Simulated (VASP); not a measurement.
Set up this calculation in VASP 6.6.1, as the native input.

| Quantity | Value |
| --- | --- |
| Task | single point |
| Functional | r2SCAN |
| Potentials or basis | VASP PAW PBE potentials, release 64 (S) |
| Cutoff | 550 eV |
| k mesh | 5 × 5 × 5 |
| Occupations | methfessel-paxton, width 0.05 eV |
| Spin | no spin polarisation |
| Dipole correction | no |
| Further INCAR settings | ALGO = Normal; EDIFF = 1e-06; NBANDS = 13 |

S:

```xyz
2
Lattice="0.0000 2.4839 2.4839 2.4839 0.0000 2.4839 2.4839 2.4839 0.0000" Properties=species:S:1:pos:R:3 pbc="T T T"
S     0.0000    0.0000    0.0000
S     1.2419    1.2419    1.2419
```

This isn't the form of S at room conditions, which is orthorhombic, of S8 rings.

The input as run:

POSCAR

```
S
1.0
    0.0000000000      2.4838835773      2.4838835773
    2.4838835773      0.0000000000      2.4838835773
    2.4838835773      2.4838835773      0.0000000000
S
2
Direct
    0.0000000000      0.0000000000      0.0000000000
    0.2500000000      0.2500000000      0.2500000000
```

INCAR.step1

```
PREC = Accurate
ENCUT = 550
ISMEAR = 1
SIGMA = 0.05
LREAL = F
LASPH = T
NELM = 120
NBANDS = 13
GGA = PE
ALGO = Normal
EDIFF = 1E-5
LWAVE = T
LCHARG = F
GGA_COMPAT = F
```

INCAR.step2

```
PREC = Accurate
ENCUT = 550
EDIFF = 1E-6
ISMEAR = 1
SIGMA = 0.05
LREAL = F
LASPH = T
NELM = 120
ALGO = Normal
ISIF = 2
LWAVE = F
LCHARG = T
METAGGA = R2SCAN
LMIXTAU = T
LELF = T
LVHAR = T
NBANDS = 13
ISTART = 1
GGA_COMPAT = F
```

KPOINTS

```
regular mesh
0
Gamma
  5 5 5
```

Potentials or basis: VASP PAW PBE potentials, release 64 (S).

Command:

```bash
$ cat potpaw_PBE.64/S/POTCAR > POTCAR
$ cp INCAR.step1 INCAR
$ mpirun -np 1 vasp_std > vasp.out
$ cp INCAR.step2 INCAR
$ mpirun -np 1 vasp_std > vasp.out
```

It gave:

```
Pressure               : 44.5 GPa
Band gap on the k mesh : zero (bands 6 and 7 overlap by 2.21 eV)
```

Caveat: the k points lie up to 0.44 Å⁻¹ apart, too coarse for converged energies and pressures of a metal; the PAW data sets were made with another functional, which shifts forces and pressure a little.

Wall time 34 s on 1 thread of Intel Xeon 8259CL (shared host), peak memory 0.15 GiB.
